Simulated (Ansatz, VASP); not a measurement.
**One calculation of SnRu2, two programs**

File INCAR:

```
SYSTEM = SnRu2
PREC = Accurate
ENCUT = 520
EDIFF = 1E-6
ISMEAR = 0
SIGMA = 0.1
LREAL = .False.
LASPH = .True.
NELM = 100
ALGO = Normal
ISIF = 2
LWAVE = .False.
LCHARG = .False.
GGA = PE
NBANDS = 51
```

Contents of KPOINTS:

```
Automatic mesh
0
Gamma
  4 4 4
  0 0 0
```

POSCAR

```
SnRu2
1.0
    0.0000000000      3.7350318485      3.7350318485
    3.7350318485      0.0000000000      3.7350318485
    3.7350318485      3.7350318485      0.0000000000
Sn Ru
2 4
Direct
    0.0000000000      0.0000000000      0.0000000000
    0.2500000000      0.2500000000      0.2500000000
    0.6250000000      0.6250000000      0.6250000000
    0.1250000000      0.6250000000      0.6250000000
    0.6250000000      0.6250000000      0.1250000000
    0.6250000000      0.1250000000      0.6250000000
```

Input for Ansatz:

```yaml
crystal:
  lattice:
    - [0.0, 3.7350318485, 3.7350318485]
    - [3.7350318485, 0.0, 3.7350318485]
    - [3.7350318485, 3.7350318485, 0.0]
  atoms:
    - { symbol: Sn, position: [0.0, 0.0, 0.0] }
    - { symbol: Sn, position: [0.25, 0.25, 0.25] }
    - { symbol: Ru, position: [0.625, 0.625, 0.625] }
    - { symbol: Ru, position: [0.125, 0.625, 0.625] }
    - { symbol: Ru, position: [0.625, 0.625, 0.125] }
    - { symbol: Ru, position: [0.625, 0.125, 0.625] }
basis:
  ecutwfc: 420
kpoints:
  mp_grid: { grid: [4, 4, 4] }
hamiltonian:
  xc: pbe
scf:
  occupations: { method: gaussian, width: 0.1 }
  lower_state_search: "off"
output:
  forces: true
  stress: true
  eigenvalues: true
```

Alike in both runs: task single point; functional PBE; k mesh 4 × 4 × 4; occupations gaussian, width 0.1 eV; no spin polarisation.

|  | VASP | Ansatz |
| --- | --- | --- |
| version | VASP 6.6.1 | Ansatz 0.2.0 |
| potentials or method | VASP PAW PBE potentials, release 64 (Sn_d, Ru_pv), cutoff 520 eV | scalar-relativistic, plane waves, PAW |
| valence electrons in the cell | 84 | 92 |

|  | VASP | Ansatz | Ansatz less VASP |
| --- | --- | --- | --- |
| gap on the k mesh at the Fermi level (eV) | none | none | - |
| pressure (GPa) | -2.8 | -2.8 | +0.03 |

A gap of «none» marks a metal or a gap that the smearing closes. VASP's potentials hold 84 valence electrons a cell and Ansatz's 92, so a difference there can come from the potentials and not from the codes.

The k mesh is coarse, so the values compare programs but aren't converged.
